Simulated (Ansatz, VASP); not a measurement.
# BaTiO3: VASP beside Ansatz

Contents of POSCAR:

```
BaTiO3
1.0
    3.9791132838      0.0000000000      0.0000000000
    0.0000000000      3.9791132838      0.0000000000
    0.0000000000      0.0000000000      3.9791132838
Ba Ti O
1 1 3
Direct
    0.5000000000      0.5000000000      0.5000000000
    0.0000000000      0.0000000000      0.0000000000
    0.0000000000      0.0000000000      0.5000000000
    0.0000000000      0.5000000000      0.0000000000
    0.5000000000      0.0000000000      0.0000000000
```

INCAR.step1

```
SYSTEM = BaTiO3
PREC = Accurate
ENCUT = 910
ISMEAR = -1
SIGMA = 0.05
LREAL = .False.
LASPH = .True.
NELM = 120
NBANDS = 28
GGA = PE
ALGO = Normal
EDIFF = 1E-5
LWAVE = .True.
LCHARG = .False.
GGA_COMPAT = .False.
```

The input INCAR.step2:

```
SYSTEM = BaTiO3
PREC = Accurate
ENCUT = 910
EDIFF = 1E-6
ISMEAR = -1
SIGMA = 0.05
LREAL = .False.
LASPH = .True.
NELM = 120
ALGO = Normal
ISIF = 2
LWAVE = .False.
LCHARG = .False.
METAGGA = R2SCAN
LMIXTAU = .True.
NBANDS = 28
ISTART = 1
GGA_COMPAT = .False.
```

The input KPOINTS:

```
Automatic mesh
0
Gamma
  7 7 7
  0 0 0
```

Contents of input.yaml:

```yaml
crystal:
  lattice:
    - [3.9791132838, 0.0, 0.0]
    - [0.0, 3.9791132838, 0.0]
    - [0.0, 0.0, 3.9791132838]
  atoms:
    - { symbol: Ba, position: [0.5, 0.5, 0.5] }
    - { symbol: Ti, position: [0.0, 0.0, 0.0] }
    - { symbol: O, position: [0.0, 0.0, 0.5] }
    - { symbol: O, position: [0.0, 0.5, 0.0] }
    - { symbol: O, position: [0.5, 0.0, 0.0] }
hamiltonian:
  xc: r2scan
  pseudopotentials: { kind: paw }
kpoints:
  mp_grid: { grid: [7, 7, 7] }
scf:
  occupations: { method: fermi_dirac, width: 0.05 }
output:
  forces: true
  stress: true
  eigenvalues: true
```

Alike in both runs: task single point; functional r2SCAN; k mesh 7 × 7 × 7; occupations fermi-dirac, width 0.05 eV; no spin polarisation.

```csv
,VASP,Ansatz
version,VASP 6.6.1,Ansatz 0.2.0
potentials or method,"VASP PAW PBE potentials, release 64 (Ba_sv, Ti_sv, O_h)",Ansatz PAW
plane-wave cutoff (eV),910,500
valence electrons in the cell,40,40
```

|  | VASP | Ansatz | Ansatz less VASP |
| --- | --- | --- | --- |
| gap on the k mesh at the Fermi level (eV) | 2.25 | 2.27 | +0.017 |
| least direct gap on the mesh (eV) | 2.32 | 2.30 | -0.024 |

VASP's potentials were made for PBE, not for r2SCAN. The functional is the same, so the differences come from potentials, cutoffs and numerics.

Spin-orbit coupling is off throughout. Noted on VASP's run: the cutoff is short for stress, so the pressure is rough. Noted on Ansatz's run: odd divisions of the mesh miss points on the zone boundary, where band edges often lie, so the gap on the mesh can be too wide.
